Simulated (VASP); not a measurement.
# HgSe (F-43m) in VASP: further runs, part 2 of 2

VASP 6.6.1. Earlier steps stand in the parts before.

### 3 Relaxation of cell and atoms, PBEsol

This run uses another cell than the first one, of 27.98 Å³/atom, 0.970 times its volume.

Input file INCAR:

```
  PREC = Accurate
  ENCUT = 500
  EDIFF = 1E-7
  ISMEAR = 0
  SIGMA = 0.1
  LREAL = F
  LASPH = T
  NELM = 120
  ALGO = Normal
  ISIF = 3
  LWAVE = F
  LCHARG = F
  GGA = PS
  IBRION = 2
  NSW = 100
  EDIFFG = -0.005
  GGA_COMPAT = F
  NELMIN = 4
```

Input file KPOINTS:

```
regular mesh
0
Gamma
  12 12 12
```

Input file POSCAR:

```
HgSe
1.0
    0.0000000000      3.0360000000      3.0360000000
    3.0360000000      0.0000000000      3.0360000000
    3.0360000000      3.0360000000      0.0000000000
Hg Se
1 1
Direct
    0.0000000000      0.0000000000      0.0000000000
    0.7500000000      0.7500000000      0.7500000000
```

Potentials or basis: VASP PAW PBE potentials, release 64 (Hg, Se).

On the command line:

```bash
$ cat potpaw_PBE.64/Hg/POTCAR potpaw_PBE.64/Se/POTCAR > POTCAR
$ mpirun -np 1 vasp_std > vasp.out
```

OUTCAR:

```text
PREC = Accurate
   ENCUT = 500
   EDIFF = 1E-7
   ISMEAR = 0
   LREAL = F
   LASPH = T
   NELM = 120
   ISIF = 3
   GGA = PS
   IBRION = 2
   NSW = 100
   EDIFFG = -0.005
   NELMIN = 4

 ion  position               nearest neighbor table
   1  0.000  0.000  0.000-   2 2.63   2 2.63   2 2.63   2 2.63
   2  0.750  0.750  0.750-   1 2.63   1 2.63   1 2.63   1 2.63

  LATTYP: Found a face centered cubic cell.
 ALAT       =     6.0720000000

  Lattice vectors:

 A1 = (   0.0000000000,   3.0360000000,   3.0360000000)
 A2 = (   3.0360000000,   0.0000000000,   3.0360000000)
 A3 = (   3.0360000000,   3.0360000000,   0.0000000000)

Analysis of symmetry for initial positions (statically):
=====================================================================
 Subroutine PRICEL returns:
 Original cell was already a primitive cell.

 Routine SETGRP: Setting up the symmetry group for a
 face centered cubic supercell.

 Subroutine GETGRP returns: Found 24 space group operations
 (whereof 24 operations were pure point group operations)
 out of a pool of 48 trial point group operations.

The static configuration has the point symmetry T_d .

Analysis of symmetry for dynamics (positions and initial velocities):
=====================================================================
 Subroutine PRICEL returns:
 Original cell was already a primitive cell.
[... 230 lines left out ...]

 Free energy of the ion-electron system (eV)
  ---------------------------------------------------
  ext. energy  EPLUGINS =         0.00000000
  ---------------------------------------------------
  free energy    TOTEN  =        -4.81029637 eV

  energy without entropy =       -4.81013462  energy(sigma->0) =       -4.81021549

 E-fermi :   1.3886     XC(G=0):  -9.1127

 val. band max:        1.3197868186   @ k =   0.0000   0.0000   0.0000
 cond. band min:       1.6432087517   @ k =   0.0833   0.0000   0.0000
 fundamental gap:      0.3234219331
 Fermi energy:         1.3885623434

 k-point     1 :       0.0000    0.0000    0.0000
  band No.  band energies     occupation
      1     -11.9589      2.00000
      2      -5.6721      2.00000
      3      -5.6721      2.00000
      4      -5.6721      2.00000
      5      -4.9716      2.00000
      6      -4.9716      2.00000
      7       0.2499      2.00000
      8       1.3198      1.66926
      9       1.3198      1.66926
     10       1.3198      1.66926
     11       6.7760      0.00000
     12       6.7760      0.00000
     13       6.7760      0.00000
[... 354 lines left out ...]
  band No.  band energies     occupation
      1     -11.4641      2.00000
      2      -5.4854      2.00000
      3      -5.4437      2.00000
      4      -4.9934      2.00000
      5      -4.9435      2.00000
      6      -4.6746      2.00000
      7      -3.8286      2.00000
      8      -0.6694      2.00000
      9       0.1701      2.00000
     10       3.4244      0.00000
     11       6.7247      0.00000
     12       8.0258      0.00000
     13       8.0964      0.00000

 [... further k-points ...]

------------------------ aborting loop because EDIFF is reached ----------------------------------------

  FORCE on cell =-STRESS in cart. coord.  units (eV):
  Direction    XX          YY          ZZ          XY          YZ          ZX
  --------------------------------------------------------------------------------------
  -------------------------------------------------------------------------------------
  Total       -0.0002083     -0.0002083     -0.0002083      0.0000000      0.0000000      0.0000000
  in kB       -0.0057532     -0.0057532     -0.0057532      0.0000000      0.0000000      0.0000000
  external PRESSURE =      -0.0057532 kB  Pullay stress =       0.0000000 kB
[... 17 lines left out ...]
  FREE ENERGIE OF THE ION-ELECTRON SYSTEM (eV)
  ---------------------------------------------------
  free  energy   TOTEN  =        -4.8102963666 eV

  energy  without entropy=       -4.8101346232  energy(sigma->0) =       -4.81021549

 reached required accuracy - stopping structural energy minimisation
```

OSZICAR:

```text
N       E                     dE             d eps       ncg     rms          rms(c)
DAV:   1     0.111644392769E+03    0.11164E+03   -0.85922E+03  1880   0.121E+03
DAV:   2    -0.294408736369E+00   -0.11194E+03   -0.10588E+03  2062   0.277E+02
DAV:   3    -0.508712360287E+01   -0.47927E+01   -0.47584E+01  2242   0.589E+01
[... 28 lines left out ...]
DAV:   5    -0.481029685908E+01    0.31860E-04   -0.31029E-04  2022   0.275E-01    0.485E-02
DAV:   6    -0.481029552592E+01    0.13332E-05   -0.45069E-05  2087   0.978E-02    0.739E-03
DAV:   7    -0.481029574543E+01   -0.21950E-06   -0.47726E-07  2142   0.560E-03    0.599E-03
DAV:   8    -0.481029639101E+01   -0.64559E-06   -0.58010E-07  2077   0.622E-03    0.209E-03
DAV:   9    -0.481029636664E+01    0.24371E-07   -0.51187E-08  1216   0.329E-03
   3 F= -.48102964E+01 E0= -.48102155E+01  d E =-.123016E-01
```

CONTCAR:

```text
HgSe
   1.00000000000000
    -0.0000000000000000    3.0723375232895216    3.0723375232895216
     3.0723375232895216    0.0000000000000000    3.0723375232895216
     3.0723375232895216    3.0723375232895216   -0.0000000000000000
  Hg              Se
     1     1
Direct
     0.0000000000000000    0.0000000000000000    0.0000000000000000
     0.7500000000000000    0.7500000000000000    0.7500000000000000

  0.00000000E+00  0.00000000E+00  0.00000000E+00
  0.00000000E+00  0.00000000E+00  0.00000000E+00
```

It took 41 s on 1 thread of Intel Xeon 6975P-C (Granite Rapids), shared host; peak memory 0.22 GiB.

Results:

| Property | Result |
| --- | --- |
| Free energy | -4.8103 eV |
| Relaxed volume | 29.00 Å³/atom |
| Relaxed cell | a = 4.345 Å, b = 4.345 Å, c = 4.345 Å, α = 60.00°, β = 60.00°, γ = 60.00° |
| Space group after relaxing (to 0.05 Å) | F-43m (No. 216) |
| Energy gained by relaxing | 6.2 meV/atom |
| Ionic steps | 3 |
| Pressure after relaxing | 0.0 GPa |
| Band gap on the k mesh | zero (filled and empty bands touch) |

The path:
```
step  energy change (eV)  largest force (eV/Å)  pressure (GPa)  volume (Å³)
   1              0.0000                0.0000            2.00        55.97
   2             -0.0104                0.0000           -0.72        58.85
   3             -0.0123                0.0000            0.00        58.00
```

Final structure:
```
CELL_PARAMETERS angstrom
0.00000 3.07234 3.07234
3.07234 0.00000 3.07234
3.07234 3.07234 0.00000
ATOMIC_POSITIONS crystal
Hg 0.00000 0.00000 0.00000
Se 0.75000 0.75000 0.75000
```

Levels at points of the mesh, in eV from the Fermi level:
```csv
k point,band 5,band 6,band 7,band 8,band 9,band 10,band 11,band 12,band 13
"(0.00, 0.00, 0.00)",-6.36,-6.36,-1.14,-0.07,-0.07,-0.07,5.39,5.39,5.39
"(0.50, 0.00, 0.00)",-6.32,-6.06,-5.43,-1.00,-1.00,0.96,6.12,6.12,6.75
"(0.50, 0.50, 0.00)",-6.25,-6.02,-5.05,-2.27,-2.27,2.62,2.87,8.19,9.56
```

Caveat: the PAW data sets were made with another functional, which shifts forces and pressure a little; spin-orbit coupling is left out, which moves the levels of the heavy elements. Zero-point motion and thermal expansion aren't in these numbers.

### 4 Single point, PBEsol

This run uses another cell than the first one: it holds 4 atoms, not 2.

Input file INCAR:

```
SYSTEM = HgSe
PREC     = Accurate       ! precision mode
ENCUT    = 500            ! plane-wave cutoff, eV
EDIFF    = 1E-6           ! SCF threshold, eV
ISMEAR   = 0              ! smearing method
SIGMA    = 0.1            ! smearing width, eV
LREAL    = .False.        ! projectors in reciprocal space
LASPH    = .True.         ! aspherical terms in the spheres
NELM     = 120            ! most SCF steps
ALGO     = Normal         ! electronic algorithm
ISIF     = 2              ! what is computed and relaxed
LWAVE    = .False.        ! write WAVECAR
LCHARG   = .True.         ! write CHGCAR
GGA      = PS             ! functional
LELF     = .True.         ! ELF
LVHAR    = .True.       
NBANDS   = 26             ! bands
GGA_COMPAT= .False.
```

Input file KPOINTS:

```
regular mesh
0
Gamma
  10 10 8
  0 0 0
```

Input file POSCAR:

```
HgSe
1.0
    3.0670850994      3.0670850994      0.0000000000
   -3.0670850994      3.0670850994      0.0000000000
    0.0000000000      0.0000000000      6.1341701987
Hg Se
2 2
Direct
    0.0000000000      0.0000000000      0.0000000000
    0.5000000000      0.5000000000      0.5000000000
    0.5000000000      0.0000000000      0.2500000000
    0.0000000000      0.5000000000      0.7500000000
```

On the command line:

```bash
$ cat potpaw_PBE.64/Hg/POTCAR potpaw_PBE.64/Se/POTCAR > POTCAR
$ mpirun -np 1 vasp_std > vasp.out
```

Wall time 1.8 min (1 thread of Intel Xeon 6975P-C (Granite Rapids), shared host); peak memory 0.39 GiB.

It converged, with:

```yaml
Free_energy: -9.6211 eV
Pressure: 0.3 GPa
Band_gap_on_the_k_mesh: zero (filled and empty bands touch)
```

Levels at points of the mesh, in eV from the Fermi level:
```csv
k point,band 16,band 17,band 18,band 19,band 20,band 21
"(0.00, 0.00, 0.00)",-1.13,-0.06,-0.06,-0.06,2.63,2.86
"(0.50, 0.00, 0.00)",-2.40,-1.00,-1.00,2.34,2.34,5.42
"(0.50, 0.50, 0.00)",-2.28,-2.28,-2.28,2.63,2.63,2.86
"(0.00, 0.00, 0.50)",-1.28,-1.28,-1.28,2.12,2.12,3.48
"(0.50, 0.00, 0.50)",-1.00,-1.00,-1.00,0.96,0.96,6.13
"(0.50, 0.50, 0.50)",-2.71,-2.42,-2.42,3.45,3.45,4.99
```

Caveat: the PAW data sets were made with another functional, which shifts forces and pressure a little; spin-orbit coupling is left out, which moves the levels of the heavy elements.

### 5 The runs side by side

```csv
task,cell,k mesh,gap on the mesh (eV),pressure (GPa)
single point,"a = 4.338 Å, angles 60.0°, 2 atoms",12 × 12 × 12,none,0.3
relaxation of cell and atoms,"relaxed from a = 4.294 Å, angles 60.0°, 2 atoms",12 × 12 × 12,none,0.0
single point,"a = 4.338, b = 4.338, c = 6.134 Å, 4 atoms",10 × 10 × 8,none,0.3
```

Alike in all rows: level PBEsol; potentials or basis VASP PAW PBE potentials, release 64 (Hg, Se); no spin polarisation; cutoff (eV) 500; smearing gaussian 0.1 eV.

Caveats: the PAW data sets were made with another functional, which shifts forces and pressure a little; spin-orbit coupling is left out, which moves the levels of the heavy elements.

Absolute energies hang on the potentials; compare differences alone.
